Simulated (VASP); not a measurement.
# Ba in VASP: notebook

The runs below take Ba through single point, with PBE.

All numbers are computed with VASP 6.6.1; they aren't measurements. Logs are shortened: lines on timing, memory, paths and dates and some standing lists are left out, and cuts for length are marked.

### Step 1. The cell of the first run

The cell holds a sheet with vacuum, 3 atoms: a = 7.772 Å, b = 7.772 Å, c = 14.000 Å, α = 90.00°, β = 90.00°, γ = 120.00°.

The cell was built from a structure type or drawn by symmetry, and may not be a known phase.

### Step 2. Single point, PBE

INCAR reads:

```
ALGO = Normal
DIPOL = 0.5 0.5 0.500
EDIFF = 1E-6
ENCUT = 400
GGA = PE
GGA_COMPAT = F
IDIPOL = 3
ISIF = 2
ISMEAR = 0
LASPH = T
LCHARG = F
LDIPOL = T
LREAL = F
LWAVE = F
NBANDS = 22
NELM = 120
NELMDL = -8
PREC = Accurate
SIGMA = 0.1
```

KPOINTS reads:

```
k-points
0
Gamma
  3 3 1
```

POSCAR reads:

```
Ba
1.0
    7.7717180000      0.0000000000      0.0000000000
   -3.8858590000      6.7305050000      0.0000000000
    0.0000000000      0.0000000000     14.0000000000
Ba
3
Direct
    0.0000000000      0.5000000000      0.5000000000
    0.5000000000      0.0000000000      0.5000000000
    0.5000000000      0.5000000000      0.5000000000
```

Potentials or basis: VASP PAW PBE potentials, release 64 (Ba_sv).

Started as:

```
> cat potpaw_PBE.64/Ba_sv/POTCAR > POTCAR
> mpirun -np 1 vasp_std > vasp.out
```

OUTCAR:

```text
EDIFF = 1E-6
   ENCUT = 400
   GGA = PE
   ISIF = 2
   ISMEAR = 0
   LASPH = T
   LREAL = F
   NELM = 120
   NELMDL = -8
   PREC = Accurate

 ion  position               nearest neighbor table
   1  0.000  0.500  0.500-   2 3.89   2 3.89   3 3.89   3 3.89
   2  0.500  0.000  0.500-   1 3.89   3 3.89   3 3.89   1 3.89
   3  0.500  0.500  0.500-   2 3.89   2 3.89   1 3.89   1 3.89

  LATTYP: Found a hexagonal cell.
 ALAT       =     7.7717180000
 C/A-ratio  =     1.8014034992

  Lattice vectors:

 A1 = (   7.7717180000,   0.0000000000,   0.0000000000)
 A2 = (  -3.8858590000,   6.7305050000,   0.0000000000)
 A3 = (   0.0000000000,   0.0000000000,  14.0000000000)

Analysis of symmetry for initial positions (statically):
=====================================================================
 Subroutine PRICEL returns:
 Original cell was already a primitive cell.

 Routine SETGRP: Setting up the symmetry group for a
 hexagonal supercell.

 Subroutine GETGRP returns: Found 24 space group operations
 (whereof 24 operations were pure point group operations)
 out of a pool of 24 trial point group operations.

The static configuration has the point symmetry D_6h.

Analysis of symmetry for dynamics (positions and initial velocities):
=====================================================================
 Subroutine PRICEL returns:
 Original cell was already a primitive cell.

 Routine SETGRP: Setting up the symmetry group for a
 hexagonal supercell.

 Subroutine GETGRP returns: Found 24 space group operations
 (whereof 24 operations were pure point group operations)
 out of a pool of 24 trial point group operations.

The dynamic configuration has the point symmetry D_6h.

 Subroutine INISYM returns: Found 24 space group operations
 (whereof 24 operations are pure point group operations),
 and found     1 'primitive' translations

----------------------------------------------------------------------------------------

                                     Primitive cell

  volume of cell :     732.3062

  direct lattice vectors                    reciprocal lattice vectors
     7.771718000  0.000000000  0.000000000     0.128671679  0.074288631  0.000000000
    -3.885859000  6.730505000  0.000000000     0.000000000  0.148577261  0.000000000
     0.000000000  0.000000000 14.000000000     0.000000000  0.000000000  0.071428571

  length of vectors
     7.771718000  7.771717810 14.000000000     0.148577258  0.148577261  0.071428571

  position of ions in fractional coordinates (direct lattice)
     0.000000000  0.500000000  0.500000000
     0.500000000  0.000000000  0.500000000
     0.500000000  0.500000000  0.500000000

  ion indices of the primitive-cell ions
   primitive index   ion index
                 1           1
                 2           2
                 3           3

----------------------------------------------------------------------------------------

 KPOINTS: k-points

Automatic generation of k-mesh.
 Grid dimensions read from file:
 generate k-points for:    3    3    1

 Generating k-lattice:

  Cartesian coordinates                     Fractional coordinates (reciprocal lattice)
     0.042890560  0.024762877  0.000000000     0.333333333  0.000000000  0.000000000
     0.000000000  0.049525754  0.000000000     0.000000000  0.333333333  0.000000000
     0.000000000  0.000000000  0.071428571     0.000000000  0.000000000  1.000000000

  Length of vectors
     0.049525753  0.049525754  0.071428571

  Shift w.r.t. Gamma in fractional coordinates (k-lattice)
     0.000000000  0.000000000  0.000000000

 Subroutine IBZKPT returns following result:
 ===========================================

 Found      3 irreducible k-points:

 Following reciprocal coordinates:
            Coordinates               Weight
  0.000000  0.000000  0.000000      1.000000
  0.333333 -0.000000  0.000000      6.000000
  0.333333  0.333333  0.000000      2.000000
   k-points           NKPTS =      3   k-points in BZ     NKDIM =      3   number of bands    NBANDS=     22
   number of dos      NEDOS =    301   number of ions     NIONS =      3
   total plane-waves  NPLWV = 279936
   dimension x,y,z NGX =    54 NGY =   54 NGZ =   96
   dimension x,y,z NGXF=   108 NGYF=  108 NGZF=  192
   ions per type =               3
   NGX,Y,Z   is equivalent  to a cutoff of  11.55, 11.55, 11.40 a.u.
   NGXF,Y,Z  is equivalent  to a cutoff of  23.10, 23.10, 22.80 a.u.
 SYSTEM =  unknown system
   PREC   = accura    normal or accurate (medium, high low for compatibility)
   ISTART =      0    job   : 0-new  1-cont  2-samecut
   ICHARG =      2    charge: 1-file 2-atom 10-const
   ISPIN  =      1    spin polarized calculation?
   LNONCOLLINEAR =      F non collinear calculations
   LSORBIT =      F    spin-orbit coupling
   LASPH  =      T    aspherical Exc in radial PAW
   ENCUT  =  400.0 eV  29.40 Ry    5.42 a.u.  12.67 12.67 22.83*2*pi/ulx,y,z
   NELM   =    120;   NELMIN=  2; NELMDL= -8     # of ELM steps
   EDIFF  = 0.1E-05   stopping-criterion for ELM
   LREAL  =      F    real-space projection
   EDIFFG = 0.1E-04   stopping-criterion for IOM
   NSW    =      0    number of steps for IOM
   IBRION =     -1    ionic relax: 0-MD 1-quasi-New 2-CG
   NFREE  =      0    steps in history (QN), initial steepest desc. (CG)
   ISIF   =      2    stress and relaxation
   ISYM   =      2    0-nonsym 1-usesym 2-fastsym
   POTIM  = 0.5000    time-step for ionic-motion
   TEBEG  =    0.0;   TEEND  =   0.0 temperature during run
   PSTRESS=    0.0 pullay stress
   NELECT =      30.0000    total number of electrons
   NUPDOWN=      -1.0000    fix difference up-down
   EMIN   =  10.00;   EMAX   =-10.00  energy-range for DOS
   EFERMI =   0.00;   METHOD = LEGACY
   ISMEAR =     0;   SIGMA  =   0.10  broadening in eV -4-tet -1-fermi 0-gaus
   EFERMI_NEDOS =   21; number of points for ismear=-14 and -15
   IALGO  =     38    algorithm
   IMIX   =      4    mixing-type and parameters
     AMIX     =   0.40;   BMIX     =  1.00
     AMIX_MAG =   1.60;   BMIX_MAG =  1.00
  volume/ion in A,a.u.               =     244.10      1647.28
  Fermi-wavevector in a.u.,A,eV,Ry     =   0.564353  1.066473  4.333382  0.318495
  Thomas-Fermi vector in A             =   1.601878
   LORBIT       =      0    0 simple, 1 ext, 2 COOP (PROOUT), +10 PAW based schemes
   GGA     = PE    functional components
   LHFCALC =     F    Hartree Fock is set to
   AEXX    =    0.0000 exact exchange contribution
   IVDW    =     0    specifies the selected vdW correction
   LEPSILON=     F    determine dielectric tensor
   LRPA    =     F    only Hartree local field effects (RPA)
 non-spin polarized calculation
 Gauss-broadening in eV      SIGMA  =   0.10
  energy-cutoff  :      400.00
  volume of cell :      732.31
 maximum number of plane-waves:     13365
 NGX is ok and might be reduce to    54
   NGX = 25   NGY = 25   NGZ = 45

 dipolmoment           0.000000      0.000000     -0.000000 electrons x Angstroem

 number of electron      30.0000008 magnetization

 dipolmoment           0.000000      0.000000      0.000000 electrons x Angstroem

 Free energy of the ion-electron system (eV)
  ---------------------------------------------------
  ext. energy  EPLUGINS =         0.00000000
  ---------------------------------------------------
  free energy    TOTEN  =        -2.25807876 eV

  energy without entropy =       -2.18081895  energy(sigma->0) =       -2.21944885

 E-fermi :  -1.3188     XC(G=0):  -2.9245

 val. band max:       -1.3687994079   @ k =   0.3333  -0.0000   0.0000
 cond. band min:      -1.2738732758   @ k =   0.3333   0.3333   0.0000
 fundamental gap:      0.0949261321
 Fermi energy:        -1.3188383463

 k-point     1 :       0.0000    0.0000    0.0000
  band No.  band energies     occupation
      1     -30.7139      2.00000
      2     -30.6094      2.00000
      3     -30.6094      2.00000
      4     -16.3558      2.00000
      5     -16.1102      2.00000
      6     -16.1102      2.00000
[... 14 lines left out ...]
     21      -0.5843      0.00000
     22       0.5831      0.00000

 k-point     2 :       0.3333   -0.0000    0.0000
  band No.  band energies     occupation
      1     -30.6921      2.00000
      2     -30.6318      2.00000
      3     -30.6094      2.00000
      4     -16.2167      2.00000
      5     -16.0378      2.00000
      6     -15.9861      2.00000
[... 14 lines left out ...]
     21      -0.2462      0.00000
     22      -0.2388      0.00000

 k-point     3 :       0.3333    0.3333    0.0000
  band No.  band energies     occupation
      1     -30.6621      2.00000
      2     -30.6621      2.00000
      3     -30.6095      2.00000
      4     -16.0178      2.00000
      5     -16.0095      2.00000
      6     -16.0095      2.00000
[... 14 lines left out ...]
     21      -0.4614      0.00000
     22      -0.1738      0.00000

------------------------ aborting loop because EDIFF is reached ----------------------------------------

 vacuum level on the upper side and lower side of the slab       (xc-potential included)        -0.394        -0.394

  FORCE on cell =-STRESS in cart. coord.  units (eV):
  Direction    XX          YY          ZZ          XY          YZ          ZX
  --------------------------------------------------------------------------------------
  -------------------------------------------------------------------------------------
  Total        1.7269485      1.7269484     -0.0224656      0.0000000     -0.0000000     -0.0000000
  in kB        3.7783070      3.7783068     -0.0491514      0.0000000     -0.0000000     -0.0000000
  external PRESSURE =       2.5024875 kB  Pullay stress =       0.0000000 kB

 VOLUME and BASIS-vectors are now :
 -----------------------------------------------------------------------------
  energy-cutoff  :      400.00
  volume of cell :      732.31
      direct lattice vectors                 reciprocal lattice vectors
     7.771718000  0.000000000  0.000000000     0.128671679  0.074288631  0.000000000
    -3.885859000  6.730505000  0.000000000     0.000000000  0.148577261  0.000000000
     0.000000000  0.000000000 14.000000000     0.000000000  0.000000000  0.071428571

 POSITION                                       TOTAL-FORCE (eV/Angst)
 -----------------------------------------------------------------------------------
     -1.94293      3.36525      7.00000        -0.000000      0.000000      0.000000
      3.88586      0.00000      7.00000         0.000000      0.000000      0.000000
      1.94293      3.36525      7.00000         0.000000      0.000000      0.000000
 -----------------------------------------------------------------------------------
    total drift:                                0.000000     -0.000000      0.000000

  FREE ENERGIE OF THE ION-ELECTRON SYSTEM (eV)
  ---------------------------------------------------
  free  energy   TOTEN  =        -2.2580787559 eV

  energy  without entropy=       -2.1808189476  energy(sigma->0) =       -2.21944885

 vacuum level on the upper side and lower side of the slab         0.852         0.852
```

Wall time 57 s (1 thread of Intel Xeon 6975P-C (Granite Rapids), shared host); peak memory 0.56 GiB.

Results:

| Quantity | Value |
| --- | --- |
| Free energy | -2.2581 eV |
| Band gap on the k mesh | zero (bands 15 and 16 overlap by 0.10 eV) |

Caveat: spin-orbit coupling is left out, which moves the levels of the heavy elements.

### Step 3. Single point, PBE

This run uses another cell than the first one.

INCAR reads:

```
PREC = Accurate ; ENCUT = 400
EDIFF = 1E-6 ; ISMEAR = 0
SIGMA = 0.1 ; LREAL = False
LASPH = True ; NELM = 120
ALGO = Normal ; ISIF = 2
LWAVE = False ; LCHARG = False
LDIPOL = True ; IDIPOL = 3
DIPOL = 0.5 0.5 0.294 ; GGA = PE
NBANDS = 22 ; GGA_COMPAT = False
NELMDL = -8
```

KPOINTS reads:

```
regular mesh
0
Gamma
  3 3 1
```

POSCAR reads:

```
Ba
1.0
    8.5615775650      0.0000000000      0.0000000000
   -4.2807887825      7.4145436678      0.0000000000
    0.0000000000      0.0000000000     23.8000000000
Ba
3
Direct
    0.0000000000      0.5000000000      0.2941176471
    0.5000000000      0.0000000000      0.2941176471
    0.5000000000      0.5000000000      0.2941176471
```

Potentials or basis: VASP PAW PBE potentials, release 64 (Ba_sv).

Started as:

```
> cat potpaw_PBE.64/Ba_sv/POTCAR > POTCAR
> mpirun -np 1 vasp_std > vasp.out
```

Wall time 1.9 min (1 thread of Intel Xeon 6975P-C (Granite Rapids), shared host); peak memory 0.88 GiB.

Results (log left out):

```
Free energy            : -2.4296 eV
Band gap on the k mesh : zero (bands 15 and 16 overlap by 0.17 eV)
```

Levels at points of the mesh, in eV from the Fermi level:
```csv
k point,band 13,band 14,band 15,band 16,band 17,band 18
"(0.00, 0.00, 0.00)",-1.95,-0.34,-0.16,-0.15,-0.15,0.47
```

Caveat: spin-orbit coupling is left out, which moves the levels of the heavy elements.

### Step 4. Single point, PBE

This run uses another cell than the first one.

INCAR reads:

```
SYSTEM = Ba
PREC = Accurate
ENCUT = 400
EDIFF = 1E-6
ISMEAR = 0
SIGMA = 0.1
LREAL = .False.
LASPH = .True.
NELM = 120
ALGO = Normal
ISIF = 2
LWAVE = .False.
LCHARG = .True.
LDIPOL = .True.
IDIPOL = 3
DIPOL = 0.5 0.5 0.294
GGA = PE
LELF = .True.
LVHAR = .True.
LVACPOTAV = .True.
NBANDS = 22
GGA_COMPAT = .False.
NELMDL = -8
```

KPOINTS reads:

```
Automatic mesh
0
Gamma
  6 6 1
  0 0 0
```

POSCAR reads:

```
Ba
1.0
    8.5039465381      0.0000000000      0.0000000000
   -4.2519732691      7.3646337344      0.0000000000
    0.0000000000      0.0000000000     23.8000000000
Ba
3
Direct
    0.0000000000      0.5000000000      0.2941176471
    0.5000000000      0.0000000000      0.2941176471
    0.5000000000      0.5000000000      0.2941176471
```

Started as:

```
> cat potpaw_PBE.64/Ba_sv/POTCAR > POTCAR
> mpirun -np 1 vasp_std > vasp.out
```

It took 3.9 min on 1 thread of Intel Xeon 6975P-C (Granite Rapids), shared host; peak memory 0.94 GiB.

Results (log left out):

```
Free energy                     : -2.4450 eV
Band gap on the k mesh          : zero (bands 15 and 16 overlap by 0.26 eV)
Work function of the upper face : 2.43 eV
Work function of the lower face : 2.43 eV
```

Levels at points of the mesh, in eV from the Fermi level:
```
           k point  band 11  band 12  band 13  band 14  band 15  band 16  band 17  band 18  band 19  band 20
(0.00, 0.00, 0.00)   -14.55   -14.55    -1.93    -0.34    -0.15    -0.12    -0.12     0.47     0.48     0.68
(0.50, 0.00, 0.00)   -14.74   -14.57    -1.25    -0.60     0.14     0.38     0.40     0.44     0.48     0.51
```

Caveat: spin-orbit coupling is left out, which moves the levels of the heavy elements.

### Step 5. Single point, PBE

This run uses another cell than the first one.

INCAR reads:

```
SYSTEM = Ba
ALGO = Normal
DIPOL = 0.5 0.5 0.294
EDIFF = 1E-6
ENCUT = 400
GGA = PE
GGA_COMPAT = .FALSE.
IDIPOL = 3
ISIF = 2
ISMEAR = 0
LASPH = .TRUE.
LCHARG = .FALSE.
LDIPOL = .TRUE.
LREAL = .FALSE.
LWAVE = .FALSE.
NBANDS = 22
NELM = 120
NELMDL = -8
PREC = Accurate
SIGMA = 0.1
```

KPOINTS reads:

```
k-points
0
G
  6 6 1
  0 0 0
```

POSCAR reads:

```
Ba
1.0
    8.5615775650      0.0000000000      0.0000000000
   -4.2807887825      7.4145436678      0.0000000000
    0.0000000000      0.0000000000     23.8000000000
Ba
3
Direct
    0.0000000000      0.5000000000      0.2941176471
    0.5000000000      0.0000000000      0.2941176471
    0.5000000000      0.5000000000      0.2941176471
```

Started as:

```
> cat potpaw_PBE.64/Ba_sv/POTCAR > POTCAR
> mpirun -np 1 vasp_std > vasp.out
```

Run time: 3.6 min. Hardware: 1 thread of Intel Xeon 6975P-C (Granite Rapids), shared host; peak memory 0.93 GiB.

It converged, with:

- Free energy: -2.4447 eV
- Band gap on the k mesh: zero (bands 15 and 16 overlap by 0.27 eV)

Levels at points of the mesh, in eV from the Fermi level:
```tsv
k point	band 13	band 14	band 15	band 16	band 17	band 18
(0.00, 0.00, 0.00)	-1.93	-0.32	-0.14	-0.12	-0.12	0.47
(0.50, 0.00, 0.00)	-1.26	-0.61	0.15	0.35	0.39	0.43
```

Caveat: spin-orbit coupling is left out, which moves the levels of the heavy elements.

### Step 6. Summary

| cell | k mesh | gap on the mesh (eV) |
| --- | --- | --- |
| a = 7.772, b = 7.772, c = 14.000 Å, angles 90.0, 90.0, 120.0°, 3 atoms | 3 × 3 × 1 | none |
| a = 8.562, b = 8.562, c = 23.800 Å, angles 90.0, 90.0, 120.0°, 3 atoms | 3 × 3 × 1 | none |
| a = 8.504, b = 8.504, c = 23.800 Å, angles 90.0, 90.0, 120.0°, 3 atoms | 6 × 6 × 1 | none |
| a = 8.562, b = 8.562, c = 23.800 Å, angles 90.0, 90.0, 120.0°, 3 atoms | 6 × 6 × 1 | none |

Alike in all rows: task single point; level PBE; potentials or basis VASP PAW PBE potentials, release 64 (Ba_sv); no spin polarisation; cutoff (eV) 400; smearing gaussian 0.1 eV.

Caveats: spin-orbit coupling is left out, which moves the levels of the heavy elements.

Total energies depend on the potentials used, so only differences within one code and one set of settings carry meaning.
